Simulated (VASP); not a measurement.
**Bi: electric field gradients with PBEsol**

The system is Bi.

```
Bi
1.0
     2.27300    1.31232    3.99354
    -2.27300    1.31232    3.99354
     0.00000   -2.62463    3.99354
Bi
2
Direct
  0.23389 0.23389 0.23389
  0.76611 0.76611 0.76611
```

This cell differs from its parent crystal: zz strain of +1 %.

```yaml
Program: VASP 6.6.1
Task: electric field gradients
Functional: PBEsol
Potentials_or_basis: VASP PAW PBE potentials, release 64 (Bi_d)
Cutoff: 520 eV
k_mesh: 10 × 10 × 10
Occupations: fermi-dirac, width 0.03 eV
Spin: no spin polarisation
Dipole_correction: no
Further_INCAR_settings: ALGO = Normal; EDIFF = 1e-08; NBANDS = 22
```

| Item | Value |
| --- | --- |
| Pressure | -1.1 GPa |
| Largest force | 0.057 eV/Å |
| Band gap on the k mesh | zero (bands 15 and 16 overlap by 0.22 eV) |
| Largest electric field gradient by atom | Bi -22.3 V/Å² |

Forces in eV/Å, atoms in the order of the input:
```
Bi   0.000  0.000  0.057
Bi   0.000  0.000 -0.057
```

Stress tensor (GPa, compression positive):
```
-1.06  0.00  0.00
 0.00 -1.06  0.00
 0.00  0.00 -1.21
```

Levels at points of the mesh, in eV from the Fermi level:
```tsv
k point	band 12	band 13	band 14	band 15	band 16	band 17	band 18	band 19
(0.00, 0.00, 0.00)	-7.51	-1.48	-1.12	-1.12	2.49	2.96	2.96	5.63
(0.50, 0.00, 0.00)	-10.45	-1.35	-1.13	-0.26	-0.23	0.53	1.08	7.38
(0.50, 0.50, 0.00)	-9.44	-4.59	-2.96	-2.79	2.37	4.88	5.40	6.65
(0.50, 0.50, 0.50)	-9.86	-0.89	-0.53	-0.53	0.77	0.77	0.79	6.90
```

Electric field gradients, principal values (V/Å²):
```tsv
atom	least	middle	greatest (by size)
1 Bi	11.142	11.142	-22.285
2 Bi	11.142	11.142	-22.285
```

It took 120 s on 1 thread of AMD EPYC 9R45 96-Core Processor (Zen 5), with other jobs on the host, peak memory 0.26 GiB.

Caveat: the cell differs from its parent crystal (zz strain of +1 %); without QUAD_EFG the Cq values of the log hold for a quadrupole moment of 1 mb, not for the nuclei; the PAW data sets were made with another functional, which shifts forces and pressure a little; spin-orbit coupling is left out, which moves the levels of the heavy elements.
